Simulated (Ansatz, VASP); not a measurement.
**One calculation of Ti4C3, two programs**

```
Ti C
1.0
     4.88475    0.00000    0.00000
    -2.44238    4.23032    0.00000
     0.00000    0.00000    3.76668
Ti C
4 3
Cartesian
  2.4424 0.0000 0.0000
  -1.2212 2.1152 0.0000
  1.2212 2.1152 0.0000
  0.0000 0.0000 1.8833
  0.0000 0.0000 0.0000
  0.0000 2.8202 1.8826
  2.4424 1.4101 1.8841
```

Alike in both runs: functional PBE; k mesh 4 × 4 × 3; occupations gaussian, width 0.2 eV; no spin polarisation.

Ansatz relaxed the structure, and its values are those at the end. VASP's run is a single point on that final structure, the one shown.

```csv
,VASP,Ansatz
version,VASP 6.6.1,Ansatz 0.2.0
potentials or method,"VASP PAW PBE potentials, release 64 (Ti_sv, C), cutoff 600 eV","scalar-relativistic, plane waves, PAW"
valence electrons in the cell,60,60
```

```tsv
	VASP	Ansatz	Ansatz less VASP
gap on the k mesh at the Fermi level (eV)	none	none	-
pressure (GPa)	0.2	0.1	-0.06
```

A gap of «none» marks a metal or a gap that the smearing closes. With one functional, cell and mesh, what is left measures potentials, basis and numerics.

The k mesh is coarse, so the values compare programs but aren't converged.
